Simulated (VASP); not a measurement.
Ta, 2 atoms in the cell. Symmetry: P6_3/mmc, No. 194, hexagonal system. The conventional cell has a = 2.900 Å, b = 2.900 Å, c = 5.166 Å, α = 90.00°, β = 90.00°, γ = 120.00°. Within 3.8 Å of Ta (site symmetry -6m2) lie 12 Ta at 2.90 to 3.08 Å. 

| Item | Value |
| --- | --- |
| Program | VASP 6.6.1 |
| Task | single point |
| Functional | PBEsol |
| Potentials or basis | VASP PAW PBE potentials, release 64 (Ta_pv) |
| Cutoff | 520 eV |
| k mesh | 11 × 11 × 5 |
| Occupations | fermi-dirac, width 0.05 eV |
| Spin | non-collinear spin, zero start, spin-orbit coupling |
| Starting moments | [[0.0, 0.0, 0.0], [0.0, 0.0, 0.0]] μB |
| Dipole correction | no |
| Further INCAR settings | ALGO = Normal; EDIFF = 1e-06; NBANDS = 34 |

Potentials or basis: VASP PAW PBE potentials, release 64 (Ta_pv).

Run with:

```bash
$ cat potpaw_PBE.64/Ta_pv/POTCAR > POTCAR
$ mpirun -np 1 vasp_ncl > vasp.out
```

Hardware: 1 thread of Intel(R) Xeon(R) Platinum 8259CL CPU @ 2.50GHz (Skylake/Cascade Lake), with other jobs on the host.

Question: How long does it take, and how much memory?

Answer: Run time: 86 s on 1 thread of Intel(R) Xeon(R) Platinum 8259CL CPU @ 2.50GHz (Skylake/Cascade Lake), on a shared host, peak memory 0.29 GiB. Counts: scf iterations 12, k points 48.
